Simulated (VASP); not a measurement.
**Rb: relaxation of cell and atoms with PBE**

The system is Rb.

```
Rb
1.0
     4.03462    0.00000    0.00000
    -2.01731    3.49409    0.00000
     0.00000    0.00000    6.53609
Rb
2
Direct
  0.33333 0.66667 0.25000
  0.66667 0.33333 0.75000
```

This isn't the form of Rb at room conditions, which is bcc.

- Program: VASP 6.6.1
- Task: relaxation of cell and atoms
- Functional: PBE
- Potentials or basis: VASP PAW PBE potentials, release 64 (Rb_sv)
- Cutoff: 600 eV
- k mesh: 11 × 11 × 6
- Occupations: fermi-dirac, width 0.1 eV
- Spin: no spin polarisation
- Target pressure: 6.2 GPa
- Dipole correction: no
- Further INCAR settings: ALGO = Normal; EDIFF = 1e-06; IBRION = 2; EDIFFG = -0.005; NSW = 60; ISIF = 3

The relaxed volume is 46.28 Å³/atom, the relaxed cell is a = 4.024 Å, b = 4.024 Å, c = 6.602 Å, α = 90.00°, β = 90.00°, γ = 120.00° and the space group after relaxing (to 0.1 Å) is P6_3/mmc (No. 194). The energy change on relaxing (the run minimises the enthalpy) is -8.4 meV/atom and the ionic steps are 9. The pressure after relaxing is 6.2 GPa. The band gap on the k mesh is zero (bands 9 and 10 overlap by 2.54 eV).

Step by step:
```
step  energy change (eV)  largest force (eV/Å)  pressure (GPa)  volume (Å³)
   1              0.0000                0.0000            6.27        92.14
   2             -0.0112                0.0000            6.23        92.42
   3             -0.0291                0.0000            6.14        92.89
   4             -0.0268                0.0000            6.14        92.83
   5             -0.0227                0.0000            6.15        92.72
   6             -0.0204                0.0000            6.20        92.66
   7             -0.0158                0.0000            6.19        92.54
   8             -0.0172                0.0000            6.17        92.57
   9             -0.0168                0.0000            6.19        92.56
```

Final structure:
```
Rb
1.0
     4.02367    0.00000    0.00000
    -2.01184    3.48460    0.00000
     0.00000    0.00000    6.60179
Rb
2
Direct
  0.33333 0.66667 0.25000
  0.66667 0.33333 0.75000
```

Levels at points of the mesh, in eV from the Fermi level:
```
           k point  band 5  band 6  band 7  band 8  band 9  band 10  band 11  band 12  band 13
(0.00, 0.00, 0.00)  -12.81  -12.72  -12.72  -12.72   -2.90    -0.20     1.62     3.85     3.85
(0.00, 0.00, 0.50)  -12.76  -12.76  -12.76  -12.76   -1.67    -1.67     2.51     2.51     3.87
```

It took 2 min on 1 thread of Intel(R) Xeon(R) 6975P-C (Granite Rapids), on a shared host, peak memory 0.28 GiB.

Caveat: the cell is relaxed towards a set pressure, so the run minimises the enthalpy, not the energy.
